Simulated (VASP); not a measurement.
# Ag3Sb2 (P6/mmm) in VASP: further runs, part 2 of 2

VASP 6.6.1.

**3. Single point, PBE**

This run uses another cell than the first one, of 31.08 Å³/atom.

Contents of INCAR:

```
SYSTEM = Ag3Sb2
ALGO = Normal
EDIFF = 1E-6
ENCUT = 500
GGA = PE
GGA_COMPAT = .FALSE.
ISIF = 2
ISMEAR = 0
LASPH = .TRUE.
LCHARG = .FALSE.
LREAL = .FALSE.
LWAVE = .FALSE.
NBANDS = 30
NELM = 120
PREC = Accurate
SIGMA = 0.2
```

Contents of KPOINTS:

```
k-points
0
G
  4 4 2
  0 0 0
```

Contents of POSCAR:

```
Ag3Sb2
1.0
    4.5951057614      0.0000000029      0.0000000000
   -2.2975528832      3.9794783210      0.0000000000
    0.0000000000      0.0000000000      8.4975040210
Ag Sb
3 2
Direct
    0.3333333333      0.6666666667      0.5000000000
    0.6666666667      0.3333333333      0.5000000000
    0.0000000000      0.0000000000      0.0000000000
    0.0000000000      0.0000000000      0.3152097525
    0.0000000000      0.0000000000      0.6847902475
```

Potentials or basis: VASP PAW PBE potentials, release 64 (Ag, Sb).

The run is started by

```
cat potpaw_PBE.64/Ag/POTCAR potpaw_PBE.64/Sb/POTCAR > POTCAR
mpirun -np 1 vasp_std > vasp.out
```

Run time: 43 s. Hardware: 1 thread of AMD EPYC 7R13, shared host; peak memory 0.24 GiB.

It converged, with:

| Property | Result |
| --- | --- |
| Free energy | -14.7561 eV |
| Pressure | -0.1 GPa |
| Largest force | 0.007 eV/Å |
| Band gap on the k mesh | zero (an odd number of electrons rules out a gap without spin polarisation) |

Forces on the atoms (eV/Å):
```
Ag   0.000  0.000  0.000
Ag   0.000  0.000  0.000
Ag   0.000  0.000  0.000
Sb   0.000  0.000 -0.007
Sb   0.000  0.000  0.007
```

Levels at points of the mesh, in eV from the Fermi level:
```
           k point  band 19  band 20  band 21  band 22  band 23  band 24
(0.00, 0.00, 0.00)     0.03     0.07     0.34     0.34     1.32     1.32
(0.50, 0.00, 0.00)    -2.27    -1.98    -1.45     1.14     1.16     1.37
(0.00, 0.00, 0.50)    -1.88     0.38     0.59     0.59     0.97     0.97
(0.50, 0.00, 0.50)    -2.79    -1.87    -1.79    -0.47     0.73     1.65
```

Caveat: the k points lie up to 0.39 Å⁻¹ apart, too coarse for converged energies and pressures of a metal; spin-orbit coupling is left out, which moves the levels of the heavy elements.

**4. Single point, PBE**

This run uses another cell than the first one, of 32.94 Å³/atom.

Contents of INCAR:

```
SYSTEM = Ag3Sb2
PREC = Accurate
ENCUT = 500
EDIFF = 1E-6
ISMEAR = 0
SIGMA = 0.2
LREAL = .False.
LASPH = .True.
NELM = 120
ALGO = Normal
ISIF = 2
LWAVE = .False.
LCHARG = .False.
GGA = PE
NBANDS = 30
GGA_COMPAT = .False.
```

Contents of KPOINTS:

```
regular mesh
0
Gamma
  4 4 3
  0 0 0
```

Contents of POSCAR:

```
Ag3Sb2
1.0
    5.6670022390      0.0000000032      0.0000000000
   -2.8335011223      4.9077679006      0.0000000000
    0.0000000000      0.0000000000      5.9216357206
Ag Sb
3 2
Direct
    0.5000000000      0.0000000000      0.5000000000
    0.0000000000      0.5000000000      0.5000000000
    0.5000000000      0.5000000000      0.5000000000
    0.0000000000      0.0000000000      0.5000000000
    0.0000000000      0.0000000000      0.0000000000
```

Potentials or basis: VASP PAW PBE potentials, release 64 (Ag, Sb).

The run is started by

```
cat potpaw_PBE.64/Ag/POTCAR potpaw_PBE.64/Sb/POTCAR > POTCAR
mpirun -np 1 vasp_std > vasp.out
```

OUTCAR:

```text
SYSTEM = Ag3Sb2
   PREC = Accurate
   ENCUT = 500
   EDIFF = 1E-6
   ISMEAR = 0
   LREAL = .False.
   LASPH = .True.
   NELM = 120
   ISIF = 2
   GGA = PE

 ion  position               nearest neighbor table
   1  0.500  0.000  0.500-   2 2.83   2 2.83   3 2.83   3 2.83   4 2.83   4 2.83
   2  0.000  0.500  0.500-   1 2.83   1 2.83   4 2.83   4 2.83   3 2.83   3 2.83
   3  0.500  0.500  0.500-   4 2.83   4 2.83   1 2.83   1 2.83   2 2.83   2 2.83
   4  0.000  0.000  0.500-   3 2.83   3 2.83   2 2.83   2 2.83   1 2.83   1 2.83   5 2.96   5 2.96

   5  0.000  0.000  0.000-   4 2.96   4 2.96

  LATTYP: Found a hexagonal cell.
 ALAT       =     5.6670022390
 C/A-ratio  =     1.0449326594

  Lattice vectors:

 A1 = (   5.6670022390,   0.0000000032,   0.0000000000)
 A2 = (  -2.8335011223,   4.9077679006,   0.0000000000)
 A3 = (   0.0000000000,   0.0000000000,   5.9216357206)

Analysis of symmetry for initial positions (statically):
=====================================================================
 Subroutine PRICEL returns:
 Original cell was already a primitive cell.

 Routine SETGRP: Setting up the symmetry group for a
 hexagonal supercell.

 Subroutine GETGRP returns: Found 24 space group operations
 (whereof 24 operations were pure point group operations)
 out of a pool of 24 trial point group operations.

The static configuration has the point symmetry D_6h.

Analysis of symmetry for dynamics (positions and initial velocities):
=====================================================================
 Subroutine PRICEL returns:
 Original cell was already a primitive cell.

 Routine SETGRP: Setting up the symmetry group for a
 hexagonal supercell.

 Subroutine GETGRP returns: Found 24 space group operations
 (whereof 24 operations were pure point group operations)
 out of a pool of 24 trial point group operations.

The dynamic configuration has the point symmetry D_6h.

[... 105 lines left out ...]
   IMIX   =      4    mixing-type and parameters
     AMIX     =   0.40;   BMIX     =  1.00
     AMIX_MAG =   1.60;   BMIX_MAG =  1.00
  volume/ion in A,a.u.               =      32.94       222.28
  Fermi-wavevector in a.u.,A,eV,Ry     =   1.046336  1.977289 14.895925  1.094820
  Thomas-Fermi vector in A             =   2.181170
   LORBIT       =      0    0 simple, 1 ext, 2 COOP (PROOUT), +10 PAW based schemes
   GGA     = PE    functional components
   LHFCALC =     F    Hartree Fock is set to
   AEXX    =    0.0000 exact exchange contribution
   IVDW    =     0    specifies the selected vdW correction
   LEPSILON=     F    determine dielectric tensor
   LRPA    =     F    only Hartree local field effects (RPA)
 non-spin polarized calculation
 Gauss-broadening in eV      SIGMA  =   0.20
  energy-cutoff  :      500.00
  volume of cell :      164.69
 maximum number of plane-waves:      4216
 NGX is ok and might be reduce to    42
   NGX = 21   NGY = 21   NGZ = 21

 number of electron      43.0000022 magnetization

 Free energy of the ion-electron system (eV)
  ---------------------------------------------------
  ext. energy  EPLUGINS =         0.00000000
  ---------------------------------------------------
  free energy    TOTEN  =       -14.09983976 eV

  energy without entropy =      -14.02361544  energy(sigma->0) =      -14.06172760

 E-fermi :   3.5315     XC(G=0):  -8.5383

 val. band max:        3.5080879515   @ k =   0.2500   0.0000   0.3333
 cond. band min:       3.5873298561   @ k =   0.5000   0.0000   0.3333
 fundamental gap:      0.0792419046
 Fermi energy:         3.5315383737

 k-point     1 :       0.0000    0.0000    0.0000
  band No.  band energies     occupation
      1      -7.2942      2.00000
      2      -3.9805      2.00000
      3      -2.2562      2.00000
      4      -1.7965      2.00000
      5      -1.7965      2.00000
      6      -1.1891      2.00000
[... 253 lines left out ...]
     29       9.4646      0.00000
     30       9.8618      0.00000

------------------------ aborting loop because EDIFF is reached ----------------------------------------

  FORCE on cell =-STRESS in cart. coord.  units (eV):
  Direction    XX          YY          ZZ          XY          YZ          ZX
  --------------------------------------------------------------------------------------
  -------------------------------------------------------------------------------------
  Total        0.1293228      0.1293228      0.0254684     -0.0000000     -0.0000000      0.0000000
  in kB        1.2580748      1.2580748      0.2477614     -0.0000000     -0.0000000      0.0000000
  external PRESSURE =       0.9213037 kB  Pullay stress =       0.0000000 kB

 VOLUME and BASIS-vectors are now :
 -----------------------------------------------------------------------------
  energy-cutoff  :      500.00
  volume of cell :      164.69
      direct lattice vectors                 reciprocal lattice vectors
     5.667002239  0.000000003  0.000000000     0.176460138  0.101879309  0.000000000
    -2.833501122  4.907767901  0.000000000    -0.000000000  0.203758617  0.000000000
     0.000000000  0.000000000  5.921635721     0.000000000  0.000000000  0.168872259

 POSITION                                       TOTAL-FORCE (eV/Angst)
 -----------------------------------------------------------------------------------
      2.83350      0.00000      2.96082        -0.000000      0.000000      0.000000
     -1.41675      2.45388      2.96082        -0.000000      0.000000      0.000000
      1.41675      2.45388      2.96082         0.000000      0.000000      0.000000
      0.00000      0.00000      2.96082        -0.000000      0.000000      0.000000
      0.00000      0.00000      0.00000        -0.000000      0.000000      0.000000
 -----------------------------------------------------------------------------------
    total drift:                                0.000000     -0.000000     -0.000000

  FREE ENERGIE OF THE ION-ELECTRON SYSTEM (eV)
  ---------------------------------------------------
  free  energy   TOTEN  =       -14.0998397622 eV

  energy  without entropy=      -14.0236154425  energy(sigma->0) =      -14.06172760
```

stdout:

```text
POSCAR found type information on POSCAR AgSb
 POSCAR found :  2 types and       5 ions
 scaLAPACK will be used
 LDA part: xc-table for (Slater+PW92), standard interpolation
 POSCAR, INCAR and KPOINTS ok, starting setup
 FFT: planning ... GRIDC
 FFT: planning ... GRID_SOFT
 FFT: planning ... GRID
 WAVECAR not read
 entering main loop
```

It took 48 s on 1 thread of AMD EPYC 7R13, shared host; peak memory 0.24 GiB.

Results:

- Free energy: -14.0998 eV
- Pressure: 0.1 GPa
- Band gap on the k mesh: zero (an odd number of electrons rules out a gap without spin polarisation)

Levels at points of the mesh, in eV from the Fermi level:
```tsv
k point	band 18	band 19	band 20	band 21	band 22	band 23	band 24	band 25
(0.00, 0.00, 0.00)	-2.68	-2.68	-2.60	-0.86	0.74	0.74	1.61	3.26
(0.50, 0.00, 0.00)	-3.30	-2.87	-1.47	-0.91	0.30	0.92	2.44	4.45
```

Caveat: spin-orbit coupling is left out, which moves the levels of the heavy elements.

**5. The runs side by side**

```csv
cell,k mesh,gap on the mesh (eV),pressure (GPa)
"a = 5.159, b = 5.159, c = 5.622 Å, angles 90.0, 90.0, 120.0°, 5 atoms, atomic positions A",4 × 4 × 3,none,-0.1
"a = 4.595, b = 4.595, c = 8.498 Å, angles 90.0, 90.0, 120.0°, 5 atoms, atomic positions B",4 × 4 × 2,none,-0.1
"a = 5.667, b = 5.667, c = 5.922 Å, angles 90.0, 90.0, 120.0°, 5 atoms, atomic positions C",4 × 4 × 3,none,0.1
```

Alike in all rows: task single point; level PBE; potentials or basis VASP PAW PBE potentials, release 64 (Ag, Sb); no spin polarisation; cutoff (eV) 500; smearing gaussian 0.2 eV.

Caveats: some runs use coarse meshes; spin-orbit coupling is left out, which moves the levels of the heavy elements.

Total energies depend on the potentials used, so only differences within one code and one set of settings carry meaning.

The gap in the log of VASP goes by the Fermi energy; the results here count the filled bands.